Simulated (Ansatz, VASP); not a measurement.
## BP: VASP beside Ansatz

```
CELL_PARAMETERS angstrom
0.00000 2.25664 2.25664
2.25664 0.00000 2.25664
2.25664 2.25664 0.00000
ATOMIC_POSITIONS crystal
B 0.00000 0.00000 0.00000
P 0.75000 0.75000 0.75000
```

Alike in both runs: task single point; functional RPBE; k mesh 8 × 8 × 8; occupations gaussian, width 0.05 eV; no spin polarisation.

|  | VASP | Ansatz |
| --- | --- | --- |
| version | VASP 6.6.1 | Ansatz 0.2.0 |
| potentials or method | VASP PAW PBE potentials, release 64 (B, P), cutoff 520 eV | scalar-relativistic, plane waves, PAW |
| valence electrons in the cell | 8 | 8 |

```csv
,VASP,Ansatz,Ansatz less VASP
gap on the k mesh at the Fermi level (eV),1.26,1.27,+0.015
least direct gap on the mesh (eV),3.42,3.43,+0.011
pressure (GPa),6.4,6.9,+0.49
```

VASP's potentials were made for PBE, not for RPBE.
